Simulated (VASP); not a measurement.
# HfB4 (P6_3/mmc) in VASP: notebook, part 2 of 2

VASP 6.6.1.

**5. Relaxation of cell and atoms, PBE+D3(BJ)**

This run uses another cell than the first one, of 10.74 Å³/atom, 1.188 times its volume.

The input, INCAR:

```
PREC = Accurate
ENCUT = 600
EDIFF = 1E-6
ISMEAR = 0
SIGMA = 0.1
LREAL = F
LASPH = T
NELM = 100
ALGO = Normal
ISIF = 3
LWAVE = F
LCHARG = F
GGA = PE
IVDW = 12
IBRION = 2
NSW = 90
EDIFFG = -0.04
```

The input, KPOINTS:

```
Automatic mesh
0
Gamma
  6 6 2
```

The input, POSCAR:

```
HfB4
1.0
    3.1381147500      0.0000000000      0.0000000000
   -1.5690573800      2.7176871000      0.0000000000
    0.0000000000      0.0000000000     12.5986885200
Hf B
2 8
Direct
    0.3333333300      0.6666666700      0.7500000000
    0.6666666700      0.3333333300      0.2500000000
    0.6666666700      0.3333333300      0.6214412100
    0.0000000000      0.0000000000      0.6214412100
    0.6666666700      0.3333333300      0.8785587900
    0.0000000000      0.0000000000      0.8785587900
    0.3333333300      0.6666666700      0.1214412100
    0.0000000000      0.0000000000      0.1214412100
    0.3333333300      0.6666666700      0.3785587900
    0.0000000000      0.0000000000      0.3785587900
```

Potentials or basis: VASP PAW PBE potentials, release 64 (Hf_pv, B).

Command:

```console
cat potpaw_PBE.64/Hf_pv/POTCAR potpaw_PBE.64/B/POTCAR > POTCAR
mpirun -np 1 vasp_std > vasp.out
```

OUTCAR:

```text
PREC = Accurate
   ENCUT = 600
   EDIFF = 1E-6
   ISMEAR = 0
   LREAL = F
   LASPH = T
   NELM = 100
   ISIF = 3
   GGA = PE
   IVDW = 12
   IBRION = 2
   NSW = 90
   EDIFFG = -0.04
 IVDW          = 12

 ion  position               nearest neighbor table
   1  0.333  0.667  0.750-   3 2.43   5 2.43   4 2.43   6 2.43   3 2.43   5 2.43   4 2.43   6 2.43
                             4 2.43   6 2.43   5 2.43   3 2.43
   2  0.667  0.333  0.250-   7 2.43   9 2.43   8 2.43  10 2.43   7 2.43   9 2.43   8 2.43  10 2.43
                             8 2.43  10 2.43   9 2.43   7 2.43
   3  0.667  0.333  0.621-   4 1.81   4 1.81   4 1.81   1 2.43   1 2.43   1 2.43
   4  0.000  0.000  0.621-   3 1.81   3 1.81   3 1.81   1 2.43   1 2.43   1 2.43
   5  0.667  0.333  0.879-   6 1.81   6 1.81   6 1.81   1 2.43   1 2.43   1 2.43
   6  0.000  0.000  0.879-   5 1.81   5 1.81   5 1.81   1 2.43   1 2.43   1 2.43
   7  0.333  0.667  0.121-   8 1.81   8 1.81   8 1.81   2 2.43   2 2.43   2 2.43
   8  0.000  0.000  0.121-   7 1.81   7 1.81   7 1.81   2 2.43   2 2.43   2 2.43
   9  0.333  0.667  0.379-  10 1.81  10 1.81  10 1.81   2 2.43   2 2.43   2 2.43
  10  0.000  0.000  0.379-   9 1.81   9 1.81   9 1.81   2 2.43   2 2.43   2 2.43

  LATTYP: Found a hexagonal cell.
 ALAT       =     3.1381147500
 C/A-ratio  =     4.0147316219

  Lattice vectors:

 A1 = (   3.1381147500,   0.0000000000,   0.0000000000)
 A2 = (  -1.5690573800,   2.7176871000,   0.0000000000)
 A3 = (   0.0000000000,   0.0000000000,  12.5986885200)

Analysis of symmetry for initial positions (statically):
=====================================================================
 Subroutine PRICEL returns:
 Original cell was already a primitive cell.

 Routine SETGRP: Setting up the symmetry group for a
 hexagonal supercell.

 Subroutine GETGRP returns: Found 24 space group operations
 (whereof 12 operations were pure point group operations)
 out of a pool of 24 trial point group operations.

The static configuration has the point symmetry D_3d.
 The point group associated with its full space group is D_6h.

Analysis of symmetry for dynamics (positions and initial velocities):
=====================================================================
 Subroutine PRICEL returns:
 Original cell was already a primitive cell.

 Routine SETGRP: Setting up the symmetry group for a
 hexagonal supercell.

 Subroutine GETGRP returns: Found 24 space group operations
 (whereof 12 operations were pure point group operations)
 out of a pool of 24 trial point group operations.

The dynamic configuration has the point symmetry D_3d.
 The point group associated with its full space group is D_6h.

 Subroutine INISYM returns: Found 24 space group operations
 (whereof 12 operations are pure point group operations),
 and found     1 'primitive' translations

----------------------------------------------------------------------------------------

                                     Primitive cell

  volume of cell :     107.4468

  direct lattice vectors                    reciprocal lattice vectors
     3.138114750  0.000000000  0.000000000     0.318662662  0.183979974  0.000000000
    -1.569057380  2.717687100  0.000000000     0.000000000  0.367959947  0.000000000
     0.000000000  0.000000000 12.598688520     0.000000000  0.000000000  0.079373341

  length of vectors
     3.138114750  3.138114758 12.598688520     0.367959947  0.367959947  0.079373341

  position of ions in fractional coordinates (direct lattice)
     0.333333330  0.666666670  0.750000000
     0.666666670  0.333333330  0.250000000
     0.666666670  0.333333330  0.621441210
[... 44 lines left out ...]

 Found     14 irreducible k-points:

 Following reciprocal coordinates:
            Coordinates               Weight
  0.000000  0.000000  0.000000      1.000000
  0.166667 -0.000000  0.000000      6.000000
  0.333333 -0.000000  0.000000      6.000000
  0.500000 -0.000000  0.000000      3.000000
  0.166667  0.166667  0.000000      6.000000
  0.333333  0.166667  0.000000     12.000000
  0.333333  0.333333  0.000000      2.000000
  0.000000  0.000000  0.500000      1.000000
  0.166667 -0.000000  0.500000      6.000000
  0.333333 -0.000000  0.500000      6.000000
  0.500000 -0.000000  0.500000      3.000000
  0.166667  0.166667  0.500000      6.000000
  0.333333  0.166667  0.500000     12.000000
  0.333333  0.333333  0.500000      2.000000
   k-points           NKPTS =     14   k-points in BZ     NKDIM =     14   number of bands    NBANDS=     28
   number of dos      NEDOS =    301   number of ions     NIONS =     10
   total plane-waves  NPLWV =  84672
   dimension x,y,z NGX =    28 NGY =   28 NGZ =  108
   dimension x,y,z NGXF=    56 NGYF=   56 NGZF=  216
   ions per type =               2   8
   NGX,Y,Z   is equivalent  to a cutoff of  14.83, 14.83, 14.25 a.u.
   NGXF,Y,Z  is equivalent  to a cutoff of  29.67, 29.67, 28.50 a.u.
 SYSTEM =  unknown system
   PREC   = accura    normal or accurate (medium, high low for compatibility)
   ISTART =      0    job   : 0-new  1-cont  2-samecut
   ICHARG =      2    charge: 1-file 2-atom 10-const
   ISPIN  =      1    spin polarized calculation?
   LNONCOLLINEAR =      F non collinear calculations
   LSORBIT =      F    spin-orbit coupling
   LASPH  =      T    aspherical Exc in radial PAW
   ENCUT  =  600.0 eV  44.10 Ry    6.64 a.u.   6.27  6.27 25.16*2*pi/ulx,y,z
   NELM   =    100;   NELMIN=  2; NELMDL= -5     # of ELM steps
   EDIFF  = 0.1E-05   stopping-criterion for ELM
   LREAL  =      F    real-space projection
   EDIFFG = -.4E-01   stopping-criterion for IOM
   NSW    =     90    number of steps for IOM
   IBRION =      2    ionic relax: 0-MD 1-quasi-New 2-CG
   NFREE  =      1    steps in history (QN), initial steepest desc. (CG)
   ISIF   =      3    stress and relaxation
   ISYM   =      2    0-nonsym 1-usesym 2-fastsym
   POTIM  = 0.5000    time-step for ionic-motion
   TEBEG  =    0.0;   TEEND  =   0.0 temperature during run
   PSTRESS=    0.0 pullay stress
   NELECT =      44.0000    total number of electrons
   NUPDOWN=      -1.0000    fix difference up-down
   EMIN   =  10.00;   EMAX   =-10.00  energy-range for DOS
   EFERMI =   0.00;   METHOD = LEGACY
   ISMEAR =     0;   SIGMA  =   0.10  broadening in eV -4-tet -1-fermi 0-gaus
   EFERMI_NEDOS =   21; number of points for ismear=-14 and -15
   IALGO  =     38    algorithm
   IMIX   =      4    mixing-type and parameters
     AMIX     =   0.40;   BMIX     =  1.00
     AMIX_MAG =   1.60;   BMIX_MAG =  1.00
  volume/ion in A,a.u.               =      10.74        72.51
  Fermi-wavevector in a.u.,A,eV,Ry     =   1.215704  2.297347 20.108544  1.477936
  Thomas-Fermi vector in A             =   2.351082
   LORBIT       =      0    0 simple, 1 ext, 2 COOP (PROOUT), +10 PAW based schemes
   GGA     = PE    functional components
   LHFCALC =     F    Hartree Fock is set to
   AEXX    =    0.0000 exact exchange contribution
   IVDW    =    12    specifies the selected vdW correction
   LEPSILON=     F    determine dielectric tensor
   LRPA    =     F    only Hartree local field effects (RPA)
 conjugate gradient relaxation of ions
 non-spin polarized calculation
 Gauss-broadening in eV      SIGMA  =   0.10
  energy-cutoff  :      600.00
  volume of cell :      107.45
 maximum number of plane-waves:      3616
 NGX is ok and might be reduce to    28
   NGX = 13   NGY = 13   NGZ = 51

--------------------------------------- Ionic step        1  -------------------------------------------

 number of electron      44.0000000 magnetization

 Free energy of the ion-electron system (eV)
  ---------------------------------------------------
  ext. energy  EPLUGINS =         0.00000000
  ---------------------------------------------------
  free energy    TOTEN  =       -73.72359133 eV

  energy without entropy =      -73.68411872  energy(sigma->0) =      -73.70385502

------------------------ aborting loop because EDIFF is reached ----------------------------------------

 Edisp (eV)   -2.43855

 E8    (eV) :    -1.0068
[... 129 lines left out ...]
  FREE ENERGIE OF THE ION-ELECTRON SYSTEM (eV)
  ---------------------------------------------------
  free  energy   TOTEN  =       -76.4410273957 eV

  energy  without entropy=      -76.4181229438  energy(sigma->0) =      -76.42957517

[... ionic steps 4 to 15 ...]

--------------------------------------- Ionic step       16  -------------------------------------------

 number of electron      44.0000000 magnetization

------------------------ aborting loop because EDIFF is reached ----------------------------------------
[... 91 lines left out ...]
--------------------------------------- Ionic step       18  -------------------------------------------

 number of electron      44.0000000 magnetization

 Free energy of the ion-electron system (eV)
  ---------------------------------------------------
  ext. energy  EPLUGINS =         0.00000000
  ---------------------------------------------------
  free energy    TOTEN  =       -75.73999684 eV

  energy without entropy =      -75.73664120  energy(sigma->0) =      -75.73831902

 E-fermi :   6.6167     XC(G=0): -12.2009

 val. band max:        6.5459279027   @ k =   0.5000  -0.0000   0.0000
 cond. band min:       6.6976965180   @ k =   0.3333   0.3333   0.5000
 fundamental gap:      0.1517686153
 Fermi energy:         6.6167341890

 k-point     1 :       0.0000    0.0000    0.0000
  band No.  band energies     occupation
      1     -23.6900      2.00000
      2     -23.6868      2.00000
      3     -23.0972      2.00000
      4     -23.0972      2.00000
      5     -23.0971      2.00000
      6     -23.0971      2.00000
[... 464 lines left out ...]
  FREE ENERGIE OF THE ION-ELECTRON SYSTEM (eV)
  ---------------------------------------------------
  free  energy   TOTEN  =       -78.7053693839 eV

  energy  without entropy=      -78.7020137464  energy(sigma->0) =      -78.70369157

 reached required accuracy - stopping structural energy minimisation
```

It took 7.5 min on 1 thread of AMD EPYC 9R45 (Zen 5), shared host; peak memory 0.29 GiB.

What came out:

| Property | Result |
| --- | --- |
| Free energy | -78.7054 eV |
| Relaxed volume | 9.03 Å³/atom |
| Relaxed cell | a = 3.118 Å, b = 3.118 Å, c = 10.726 Å, α = 90.00°, β = 90.00°, γ = 120.00° |
| Space group after relaxing (to 0.05 Å) | P6_3/mmc (No. 194) |
| Energy gained by relaxing | 254.3 meV/atom |
| Ionic steps | 18 |
| Pressure after relaxing | 0.0 GPa |
| Largest force after relaxing | 0.019 eV/Å |
| Band gap on the k mesh | zero (band 22 reaches 6.82 eV, above the bottom of band 23 at 6.55 eV) |
| Dispersion energy per atom | -0.297 eV |

Forces in eV/Å, atoms in the order of the input:
```
Hf   0.000  0.000  0.000
Hf   0.000  0.000  0.000
B    0.000  0.000 -0.019
B    0.000  0.000  0.008
B    0.000  0.000  0.019
B    0.000  0.000 -0.008
B    0.000  0.000 -0.019
B    0.000  0.000  0.008
B    0.000  0.000  0.019
B    0.000  0.000 -0.008
```

Stress tensor (GPa, compression positive):
```
-0.04  0.00  0.00
 0.00 -0.04  0.00
 0.00  0.00  0.20
```

Step by step:
```csv
step,energy change (eV),largest force (eV/Å),pressure (GPa),volume (Å³)
1,0.0000,1.0121,-4.36,107.45
2,-0.2330,0.9974,1.79,102.96
3,-0.2789,0.9495,6.83,99.89
4,-0.3885,0.8401,6.20,99.37
5,-0.6991,0.9792,4.42,97.79
6,-1.3852,1.1569,1.09,94.64
7,-0.3758,6.7819,13.22,88.35
8,-1.5780,1.1916,1.52,93.64
9,-1.9231,1.2062,3.21,90.99
10,-2.0010,2.6338,2.59,90.52
11,-2.0670,1.8483,2.46,90.72
12,-2.3695,1.0049,-0.60,91.38
13,-2.5132,0.0479,-4.47,92.31
14,-2.5138,0.1123,-4.23,92.25
15,-2.5390,0.1190,-0.69,90.78
16,-2.5397,0.1264,0.06,90.49
17,-2.5413,0.0941,0.05,90.44
18,-2.5432,0.0192,0.04,90.33
```

Final structure:
```
Hf B
1.0
     3.11840    0.00000    0.00000
    -1.55920    2.70062    0.00000
     0.00000    0.00000   10.72596
Hf B
2 8
Direct
  0.33333 0.66667 0.75000
  0.66667 0.33333 0.25000
  0.66667 0.33333 0.60668
  0.00000 0.00000 0.58545
  0.66667 0.33333 0.89332
  0.00000 0.00000 0.91455
  0.33333 0.66667 0.10668
  0.00000 0.00000 0.08545
  0.33333 0.66667 0.39332
  0.00000 0.00000 0.41455
```

Caveat: the k points lie up to 0.39 Å⁻¹ apart in the final cell; the volume moved by over 15 % at a fixed basis, so the end points are rough; spin-orbit coupling is left out, which moves the levels of the heavy elements.

**6. Overview**

```tsv
task	cell	k mesh	cutoff (eV)	gap on the mesh (eV)	pressure (GPa)	largest force (eV/Å)
single point	a = 3.118, b = 3.118, c = 10.738 Å, angles 90.0, 90.0, 120.0°, 10 atoms	6 × 6 × 2	520	none	-0.2	0.03
single point	a = 3.138, b = 3.138, c = 12.599 Å, angles 90.0, 90.0, 120.0°, 10 atoms	6 × 6 × 2	520	none	-4.3	1.01
single point	a = 3.120, b = 3.120, c = 10.722 Å, angles 90.0, 90.0, 120.0°, 10 atoms	12 × 12 × 4	520	none	-0.1	0.02
relaxation of cell and atoms	relaxed from a = 3.138, b = 3.138, c = 12.599 Å, angles 90.0, 90.0, 120.0°, 10 atoms	6 × 6 × 2	600	none	0.0	0.02
```

Alike in all rows: level PBE+D3(BJ); potentials or basis VASP PAW PBE potentials, release 64 (Hf_pv, B); no spin polarisation; smearing gaussian 0.1 eV.

Caveats: some runs use coarse meshes; spin-orbit coupling is left out, which moves the levels of the heavy elements; pairwise dispersion overbinds metals, which lowers pressure and volume (some runs); forces of over 1 eV/Å act on the atoms, so gaps and moduli don't describe the material at rest (some runs); the volume moved by over 15 % at a fixed basis, so the end points are rough (some runs).

Total energies depend on the potentials used, so only differences within one code and one set of settings carry meaning.
